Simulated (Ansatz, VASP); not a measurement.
## One calculation of TaN, two programs

```
Ta N
1.0
     3.10896    0.00000    0.00000
    -1.55448    2.69244    0.00000
     0.00000    0.00000    4.91800
Ta N
2 2
Direct
  0.00000 0.00000 0.00000
  0.00000 0.00000 0.50000
  0.33333 0.66667 0.25000
  0.66667 0.33333 0.75000
```

Change from the starting cell: equal xx and yy strain of +2 %.

Alike in both runs: task single point; functional PBE; k mesh 9 × 9 × 5; occupations fermi-dirac, width 0.01 eV; no spin polarisation.

|  | VASP | Ansatz |
| --- | --- | --- |
| version | VASP 6.6.1 | Ansatz 0.2.0 |
| potentials or method | VASP PAW PBE potentials, release 64 (Ta_pv, N), cutoff 520 eV | all-electron LAPW, scalar-relativistic |

Ansatz gave:

| Quantity | Value |
| --- | --- |
| pressure (GPa) | 42.0 |
| traceless stress, the component that is largest in VASP (GPa) | 51.66 |

Problem. Which values does VASP return?

Solution. Pressure (GPa): 43.4; traceless stress, the component that is largest in VASP (GPa): 52.29.

Both programs put the cell under a high pressure, so it lies far from rest at this level. Ansatz ran all-electron here, and VASP with PAW potentials.

Spin-orbit coupling is off throughout.
